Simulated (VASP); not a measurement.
Set up this calculation in VASP 6.6.1, as the native input.

```yaml
Task: single point
Functional: PBE
Potentials_or_basis: VASP PAW PBE potentials, release 64 (Ta_pv, As)
Cutoff: 520 eV
k_mesh: 12 × 12 × 6
Occupations: gaussian, width 0.1 eV
Spin: no spin polarisation
Dipole_correction: no
Further_INCAR_settings: ALGO = Normal; EDIFF = 1e-07; NBANDS = 32
```

The structure of Ta2As5 lies in POSCAR:

```
Ta2As5
1.0
    4.6251861720      0.0000000000      0.0000000000
   -2.3125930860      4.0055287221      0.0000000000
    0.0000000000      0.0000000000      8.5866064814
Ta As
2 5
Direct
    0.3333333333      0.6666666667      0.5000000000
    0.6666666667      0.3333333333      0.5000000000
    0.3333333333      0.6666666667      0.8080448273
    0.3333333333      0.6666666667      0.1919551727
    0.6666666667      0.3333333333      0.1919551727
    0.6666666667      0.3333333333      0.8080448273
    0.0000000000      0.0000000000      0.0000000000
```

The cell was generated, and may not be a known phase.

The input as run:

INCAR

```
SYSTEM = Ta2As5
PREC = Accurate
ENCUT = 520
EDIFF = 1E-7
ISMEAR = 0
SIGMA = 0.1
LREAL = .False.
LASPH = .True.
NELM = 100
ALGO = Normal
ISIF = 2
LWAVE = .False.
LCHARG = .False.
GGA = PE
NBANDS = 32
```

KPOINTS

```
regular mesh
0
Gamma
  12 12 6
  0 0 0
```

Potentials or basis: VASP PAW PBE potentials, release 64 (Ta_pv, As).

Launch:

```console
$ cat potpaw_PBE.64/Ta_pv/POTCAR potpaw_PBE.64/As/POTCAR > POTCAR
$ mpirun -np 1 vasp_std > vasp.out
```

It gave:

| Property | Result |
| --- | --- |
| Pressure | 0.1 GPa |
| Largest force | 0.015 eV/Å |
| Band gap on the k mesh | zero (an odd number of electrons rules out a gap without spin polarisation) |

Caveat: spin-orbit coupling is left out, which moves the levels of the heavy elements.

Wall time 4.1 min on 1 thread of Intel(R) Xeon(R) Platinum 8488C (Sapphire Rapids) (shared host), peak memory 0.48 GiB.
